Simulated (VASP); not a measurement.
# Cu12O in VASP: further runs

Runs on Cu12O. Level: PBE. Tasks: single point, relaxation of the atoms.

All numbers are computed with VASP 6.6.1; they aren't measurements. Logs are shortened: lines on timing, memory, paths and dates and some standing lists are left out, and cuts for length are marked.

## Step 1: The cell of the first run

The cell holds a slab with vacuum, 13 atoms: a = 5.132 Å, b = 5.132 Å, c = 19.622 Å, α = 90.00°, β = 90.00°, γ = 120.00°.

## Step 2: Single point, PBE

File INCAR:

```
PREC = Accurate
ENCUT = 520
EDIFF = 1E-7
ISMEAR = 0
SIGMA = 0.1
LREAL = False
LASPH = True
NELM = 100
ALGO = Normal
ISIF = 2
LWAVE = False
LCHARG = False
LDIPOL = True
IDIPOL = 3
DIPOL = 0.5 0.5 0.324
GGA = PE
NBANDS = 81
```

File KPOINTS:

```
Automatic mesh
0
Gamma
  6 6 1
```

File POSCAR:

```
Cu12O
1.0
    5.1319544695      0.0000000000      0.0000000000
   -2.5659772347      4.4444029416      0.0000000000
    0.0000000000      0.0000000000     19.6215699228
Cu O
12 1
Direct
    0.3333333333      0.1666666667      0.2038572864
    0.3333333333      0.6666666667      0.2038572864
    0.8333333333      0.1666666667      0.2038572864
    0.8333333333      0.6666666667      0.2038572864
    0.1666666667      0.3333333333      0.3088787979
    0.1666666667      0.8333333333      0.3088787979
    0.6666666667      0.3333333333      0.3088787979
    0.6666666667      0.8333333333      0.3088787979
    0.0000000000      0.0000000000      0.4139103015
    0.0000000000      0.5000000000      0.4139103015
    0.5000000000      0.0000000000      0.4139103015
    0.5000000000      0.5000000000      0.4139103015
    0.0000000000      0.0000000000      0.5013898809
```

Potentials or basis: VASP PAW PBE potentials, release 64 (Cu, O).

Launch:

```sh
> cat potpaw_PBE.64/Cu/POTCAR potpaw_PBE.64/O/POTCAR > POTCAR
> mpirun -np 1 vasp_std > vasp.out
```

OUTCAR:

```text
PREC = Accurate
   ENCUT = 520
   EDIFF = 1E-7
   ISMEAR = 0
   LREAL = False
   LASPH = True
   NELM = 100
   ISIF = 2
   GGA = PE

 ion  position               nearest neighbor table
   1  0.333  0.167  0.204-   5 2.54   6 2.54   7 2.54   2 2.57   2 2.57   4 2.57   4 2.57   3 2.57
                             3 2.57
   2  0.333  0.667  0.204-   6 2.54   5 2.54   8 2.54   1 2.57   1 2.57   3 2.57   3 2.57   4 2.57
                             4 2.57
   3  0.833  0.167  0.204-   7 2.54   8 2.54   5 2.54   4 2.57   4 2.57   2 2.57   2 2.57   1 2.57
                             1 2.57
   4  0.833  0.667  0.204-   8 2.54   7 2.54   6 2.54   3 2.57   3 2.57   1 2.57   1 2.57   2 2.57
                             2 2.57
   5  0.167  0.333  0.309-   1 2.54   2 2.54   3 2.54   9 2.54  12 2.54  10 2.54   6 2.57   6 2.57
                             8 2.57   8 2.57   7 2.57   7 2.57
   6  0.167  0.833  0.309-   2 2.54   1 2.54   4 2.54  10 2.54  11 2.54   9 2.54   5 2.57   5 2.57
                             7 2.57   7 2.57   8 2.57   8 2.57
   7  0.667  0.333  0.309-   3 2.54   4 2.54   1 2.54  11 2.54  10 2.54  12 2.54   8 2.57   8 2.57
                             6 2.57   6 2.57   5 2.57   5 2.57
   8  0.667  0.833  0.309-   4 2.54   3 2.54   2 2.54  12 2.54   9 2.54  11 2.54   7 2.57   7 2.57
                             5 2.57   5 2.57   6 2.57   6 2.57
   9  0.000  0.000  0.414-  13 1.72   5 2.54   8 2.54   6 2.54  10 2.57  10 2.57  12 2.57  12 2.57
                            11 2.57  11 2.57
  10  0.000  0.500  0.414-   6 2.54   7 2.54   5 2.54   9 2.57   9 2.57  11 2.57  11 2.57  12 2.57
                            12 2.57
  11  0.500  0.000  0.414-   7 2.54   6 2.54   8 2.54  12 2.57  12 2.57  10 2.57  10 2.57   9 2.57
                             9 2.57
  12  0.500  0.500  0.414-   8 2.54   5 2.54   7 2.54  11 2.57  11 2.57   9 2.57   9 2.57  10 2.57
                            10 2.57
  13  0.000  0.000  0.501-   9 1.72

  LATTYP: Found a hexagonal cell.
 ALAT       =     5.1319544695
 C/A-ratio  =     3.8234107569

  Lattice vectors:

 A1 = (   5.1319544695,   0.0000000000,   0.0000000000)
 A2 = (  -2.5659772347,   4.4444029416,   0.0000000000)
 A3 = (   0.0000000000,   0.0000000000,  19.6215699228)

Analysis of symmetry for initial positions (statically):
=====================================================================
 Subroutine PRICEL returns:
 Original cell was already a primitive cell.

 Routine SETGRP: Setting up the symmetry group for a
 hexagonal supercell.

 Subroutine GETGRP returns: Found  6 space group operations
 (whereof  6 operations were pure point group operations)
 out of a pool of 24 trial point group operations.

The static configuration has the point symmetry C_3v.

Analysis of symmetry for dynamics (positions and initial velocities):
=====================================================================
 Subroutine PRICEL returns:
 Original cell was already a primitive cell.

 Routine SETGRP: Setting up the symmetry group for a
 hexagonal supercell.

 Subroutine GETGRP returns: Found  6 space group operations
 (whereof  6 operations were pure point group operations)
 out of a pool of 24 trial point group operations.

The dynamic configuration has the point symmetry C_3v.

 Subroutine INISYM returns: Found  6 space group operations
 (whereof  6 operations are pure point group operations),
 and found     1 'primitive' translations

----------------------------------------------------------------------------------------

                                     Primitive cell

  volume of cell :     447.5381

  direct lattice vectors                    reciprocal lattice vectors
     5.131954470  0.000000000  0.000000000     0.194857535  0.112501051  0.000000000
    -2.565977235  4.444402942  0.000000000     0.000000000  0.225002101  0.000000000
     0.000000000  0.000000000 19.621569923     0.000000000  0.000000000  0.050964322

  length of vectors
     5.131954470  5.131954469 19.621569923     0.225002101  0.225002101  0.050964322

  position of ions in fractional coordinates (direct lattice)
     0.333333333  0.166666667  0.203857286
     0.333333333  0.666666667  0.203857286
     0.833333333  0.166666667  0.203857286
     0.833333333  0.666666667  0.203857286
     0.166666667  0.333333333  0.308878798
     0.166666667  0.833333333  0.308878798
     0.666666667  0.333333333  0.308878798
     0.666666667  0.833333333  0.308878798
     0.000000000  0.000000000  0.413910302
     0.000000000  0.500000000  0.413910302
     0.500000000  0.000000000  0.413910302
     0.500000000  0.500000000  0.413910302
     0.000000000  0.000000000  0.501389881

  ion indices of the primitive-cell ions
   primitive index   ion index
                 1           1
                 2           2
                 3           3
                 4           4
                 5           5
                 6           6
                 7           7
                 8           8
                 9           9
                10          10
                11          11
                12          12
                13          13

----------------------------------------------------------------------------------------

 KPOINTS: Automatic mesh

Automatic generation of k-mesh.
 Grid dimensions read from file:
 generate k-points for:    6    6    1

 Generating k-lattice:

  Cartesian coordinates                     Fractional coordinates (reciprocal lattice)
     0.032476256  0.018750175  0.000000000     0.166666667  0.000000000  0.000000000
     0.000000000  0.037500350  0.000000000     0.000000000  0.166666667  0.000000000
     0.000000000  0.000000000  0.050964322     0.000000000  0.000000000  1.000000000

  Length of vectors
     0.037500350  0.037500350  0.050964322

  Shift w.r.t. Gamma in fractional coordinates (k-lattice)
     0.000000000  0.000000000  0.000000000

 Subroutine IBZKPT returns following result:
 ===========================================

 Found      7 irreducible k-points:

 Following reciprocal coordinates:
            Coordinates               Weight
  0.000000  0.000000  0.000000      1.000000
  0.166667  0.000000  0.000000      6.000000
  0.333333  0.000000  0.000000      6.000000
  0.500000  0.000000  0.000000      3.000000
  0.166667  0.166667  0.000000      6.000000
  0.333333  0.166667  0.000000     12.000000
  0.333333  0.333333  0.000000      2.000000
   k-points           NKPTS =      7   k-points in BZ     NKDIM =      7   number of bands    NBANDS=     81
   number of dos      NEDOS =    301   number of ions     NIONS =     13
   total plane-waves  NPLWV = 240000
   dimension x,y,z NGX =    40 NGY =   40 NGZ =  150
   dimension x,y,z NGXF=    80 NGYF=   80 NGZF=  300
   ions per type =              12   1
   NGX,Y,Z   is equivalent  to a cutoff of  12.96, 12.96, 12.71 a.u.
   NGXF,Y,Z  is equivalent  to a cutoff of  25.92, 25.92, 25.42 a.u.
 SYSTEM =  unknown system
   PREC   = accura    normal or accurate (medium, high low for compatibility)
   ISTART =      0    job   : 0-new  1-cont  2-samecut
   ICHARG =      2    charge: 1-file 2-atom 10-const
   ISPIN  =      1    spin polarized calculation?
   LNONCOLLINEAR =      F non collinear calculations
   LSORBIT =      F    spin-orbit coupling
   LASPH  =      T    aspherical Exc in radial PAW
   ENCUT  =  520.0 eV  38.22 Ry    6.18 a.u.   9.54  9.54 36.48*2*pi/ulx,y,z
   NELM   =    100;   NELMIN=  2; NELMDL= -5     # of ELM steps
   EDIFF  = 0.1E-06   stopping-criterion for ELM
   LREAL  =      F    real-space projection
   EDIFFG = 0.1E-05   stopping-criterion for IOM
   NSW    =      0    number of steps for IOM
   IBRION =     -1    ionic relax: 0-MD 1-quasi-New 2-CG
   NFREE  =      0    steps in history (QN), initial steepest desc. (CG)
   ISIF   =      2    stress and relaxation
   ISYM   =      2    0-nonsym 1-usesym 2-fastsym
   POTIM  = 0.5000    time-step for ionic-motion
   TEBEG  =    0.0;   TEEND  =   0.0 temperature during run
   PSTRESS=    0.0 pullay stress
   NELECT =     138.0000    total number of electrons
   NUPDOWN=      -1.0000    fix difference up-down
   EMIN   =  10.00;   EMAX   =-10.00  energy-range for DOS
   EFERMI =   0.00;   METHOD = LEGACY
   ISMEAR =     0;   SIGMA  =   0.10  broadening in eV -4-tet -1-fermi 0-gaus
   EFERMI_NEDOS =   21; number of points for ismear=-14 and -15
   IALGO  =     38    algorithm
   IMIX   =      4    mixing-type and parameters
     AMIX     =   0.40;   BMIX     =  1.00
     AMIX_MAG =   1.60;   BMIX_MAG =  1.00
  volume/ion in A,a.u.               =      34.43       232.32
  Fermi-wavevector in a.u.,A,eV,Ry     =   1.106007  2.090050 16.643346  1.223251
  Thomas-Fermi vector in A             =   2.242502
   LORBIT       =      0    0 simple, 1 ext, 2 COOP (PROOUT), +10 PAW based schemes
   GGA     = PE    functional components
   LHFCALC =     F    Hartree Fock is set to
   AEXX    =    0.0000 exact exchange contribution
   IVDW    =     0    specifies the selected vdW correction
   LEPSILON=     F    determine dielectric tensor
   LRPA    =     F    only Hartree local field effects (RPA)
 non-spin polarized calculation
 Gauss-broadening in eV      SIGMA  =   0.10
  energy-cutoff  :      520.00
  volume of cell :      447.54
 maximum number of plane-waves:     12109
 NGX is ok and might be reduce to    40
   NGX = 19   NGY = 19   NGZ = 73

 dipolmoment           0.000000      0.000000     -0.472290 electrons x Angstroem

 number of electron     138.0000025 magnetization

 dipolmoment           0.000000      0.000000      0.278810 electrons x Angstroem

 Free energy of the ion-electron system (eV)
  ---------------------------------------------------
  ext. energy  EPLUGINS =         0.00000000
  ---------------------------------------------------
  free energy    TOTEN  =       -45.63539739 eV

  energy without entropy =      -45.58351751  energy(sigma->0) =      -45.60945745

 E-fermi :  -1.3536     XC(G=0):  -5.1405

 val. band max:       -1.3635334597   @ k =   0.1667   0.0000   0.0000
 cond. band min:      -1.3173509092   @ k =   0.0000   0.0000   0.0000
 fundamental gap:      0.0461825505
 Fermi energy:        -1.3536352635

 k-point     1 :       0.0000    0.0000    0.0000
  band No.  band energies     occupation
      1     -18.0696      2.00000
      2      -9.9680      2.00000
      3      -7.9260      2.00000
      4      -6.5086      2.00000
      5      -6.1520      2.00000
      6      -6.1375      2.00000
[... 73 lines left out ...]
     80       3.1582      0.00000
     81       3.2431      0.00000

 k-point     2 :       0.1667    0.0000    0.0000
  band No.  band energies     occupation
      1     -18.0680      2.00000
      2      -9.7514      2.00000
      3      -7.7285      2.00000
      4      -6.3756      2.00000
      5      -6.3191      2.00000
      6      -6.0945      2.00000
[... 73 lines left out ...]
     80       3.5194      0.00000
     81       3.6311      0.00000
[... 334 lines left out ...]
     80       4.4981      0.00000
     81       4.6145      0.00000

 k-point     7 :       0.3333    0.3333    0.0000
  band No.  band energies     occupation
      1     -18.0626      2.00000
      2      -7.6124      2.00000
      3      -7.6060      2.00000
      4      -7.6005      2.00000
      5      -6.1011      2.00000
      6      -6.0995      2.00000
[... 73 lines left out ...]
     80       3.6467      0.00000
     81       4.8194      0.00000

------------------------ aborting loop because EDIFF is reached ----------------------------------------

 vacuum level on the upper side and lower side of the slab       (xc-potential included)         1.069        -1.124

  FORCE on cell =-STRESS in cart. coord.  units (eV):
  Direction    XX          YY          ZZ          XY          YZ          ZX
  --------------------------------------------------------------------------------------
  -------------------------------------------------------------------------------------
  Total       -3.1081493     -3.1081493      1.4654457     -0.0000000     -0.0000000     -0.0000000
  in kB      -11.1271126    -11.1271126      5.2462664     -0.0000000     -0.0000000     -0.0000000
  external PRESSURE =      -5.6693196 kB  Pullay stress =       0.0000000 kB

 VOLUME and BASIS-vectors are now :
 -----------------------------------------------------------------------------
  energy-cutoff  :      520.00
  volume of cell :      447.54
      direct lattice vectors                 reciprocal lattice vectors
     5.131954470  0.000000000  0.000000000     0.194857535  0.112501051  0.000000000
    -2.565977235  4.444402942  0.000000000     0.000000000  0.225002101  0.000000000
     0.000000000  0.000000000 19.621569923     0.000000000  0.000000000  0.050964322

 POSITION                                       TOTAL-FORCE (eV/Angst)
 -----------------------------------------------------------------------------------
      1.28299      0.74073      4.00000        -0.003500     -0.002021     -0.094643
     -0.00000      2.96294      4.00000        -0.000000     -0.000000     -0.099375
      3.84897      0.74073      4.00000         0.003500     -0.002021     -0.094643
      2.56598      2.96294      4.00000         0.000000      0.004041     -0.094643
      0.00000      1.48147      6.06069        -0.000000     -0.002847      0.034239
     -1.28299      3.70367      6.06069        -0.002466      0.001424      0.034239
      2.56598      1.48147      6.06069        -0.000000      0.000000      0.063487
      1.28299      3.70367      6.06069         0.002466      0.001424      0.034239
      0.00000      0.00000      8.12157        -0.000000      0.000000     -0.392134
     -1.28299      2.22220      8.12157         0.015739      0.009087      0.140907
      2.56598      0.00000      8.12157        -0.000000     -0.018174      0.140907
      1.28299      2.22220      8.12157        -0.015739      0.009087      0.140907
      0.00000      0.00000      9.83806        -0.000000      0.000000      0.186514
 -----------------------------------------------------------------------------------
    total drift:                                0.000001      0.000001     -0.005450

  FREE ENERGIE OF THE ION-ELECTRON SYSTEM (eV)
  ---------------------------------------------------
  free  energy   TOTEN  =       -45.6353973867 eV

  energy  without entropy=      -45.5835175086  energy(sigma->0) =      -45.60945745

 vacuum level on the upper side and lower side of the slab         5.588         3.375
```

It took 24 min on 1 thread of Intel Xeon 8259CL, shared host; peak memory 0.61 GiB.

What came out:

- Free energy: -45.6354 eV
- Largest force: 0.392 eV/Å
- Band gap on the k mesh: zero (bands 69 and 70 overlap by 0.64 eV)

Forces on the atoms (eV/Å):
```
Cu  -0.004 -0.002 -0.095
Cu   0.000  0.000 -0.099
Cu   0.004 -0.002 -0.095
Cu   0.000  0.004 -0.095
Cu   0.000 -0.003  0.034
Cu  -0.002  0.001  0.034
Cu   0.000  0.000  0.063
Cu   0.002  0.001  0.034
Cu   0.000  0.000 -0.392
Cu   0.016  0.009  0.141
Cu   0.000 -0.018  0.141
Cu  -0.016  0.009  0.141
O    0.000  0.000  0.187
```

Levels at points of the mesh, in eV from the Fermi level:
```
           k point  band 66  band 67  band 68  band 69  band 70  band 71  band 72  band 73
(0.00, 0.00, 0.00)    -1.13    -0.50     0.04     0.28     0.28     1.13     1.18     1.31
(0.50, 0.00, 0.00)    -0.84    -0.61    -0.58    -0.08     0.07     0.76     0.90     1.48
```

With open d or f shells a metallic result of PBE can be an artefact of self-interaction; +U or a hybrid may open a gap.

## Step 3: Single point, PBE

File INCAR:

```
SYSTEM = Cu12O
PREC = Accurate
ENCUT = 520
EDIFF = 1E-7
ISMEAR = 0
SIGMA = 0.1
LREAL = .False.
LASPH = .True.
NELM = 100
ALGO = Normal
ISIF = 2
LWAVE = .False.
LCHARG = .True.
LDIPOL = .True.
IDIPOL = 3
DIPOL = 0.5 0.5 0.322
GGA = PE
LELF = .True.
LVHAR = .True.
LVACPOTAV = .True.
NBANDS = 81
```

File KPOINTS:

```
regular mesh
0
Gamma
  6 6 1
  0 0 0
```

Changes to POSCAR since step 2:

```diff
@@ -20,2 +20,2 @@
     0.5000000000      0.5000000000      0.4139103015
-    0.0000000000      0.0000000000      0.5013898809
+    0.1666666667      0.3333333333      0.4738610281
```

Potentials or basis: VASP PAW PBE potentials, release 64 (Cu, O).

Launch:

```sh
> cat potpaw_PBE.64/Cu/POTCAR potpaw_PBE.64/O/POTCAR > POTCAR
> mpirun -np 1 vasp_std > vasp.out
```

Run time: 22 min. Hardware: 1 thread of Intel Xeon 8259CL, shared host; peak memory 0.62 GiB.

The run converged. Its results:

| Property | Result |
| --- | --- |
| Free energy | -47.3280 eV |
| Largest force | 0.604 eV/Å |
| Band gap on the k mesh | zero (bands 69 and 70 overlap by 0.07 eV) |

Forces on the atoms (eV/Å):
```
Cu   0.017 -0.010 -0.047
Cu   0.000  0.019 -0.047
Cu  -0.017 -0.010 -0.047
Cu   0.000  0.000 -0.172
Cu   0.000  0.000 -0.400
Cu  -0.058 -0.033  0.047
Cu   0.000  0.067  0.047
Cu   0.058 -0.033  0.047
Cu   0.000 -0.562  0.220
Cu  -0.487  0.281  0.220
Cu   0.000  0.000 -0.218
Cu   0.487  0.281  0.220
O    0.000  0.000  0.130
```

Levels at points of the mesh, in eV from the Fermi level:
```
           k point  band 65  band 66  band 67  band 68  band 69  band 70  band 71  band 72  band 73  band 74
(0.00, 0.00, 0.00)    -1.18    -1.03    -1.03     0.05     0.05     0.24     0.59     1.20     1.20     1.35
(0.50, 0.00, 0.00)    -1.57    -1.14    -1.03    -0.47     0.01     0.05     0.72     1.01     1.46     2.09
```

With open d or f shells a metallic result of PBE can be an artefact of self-interaction; +U or a hybrid may open a gap.

[end of part 1 of 2]
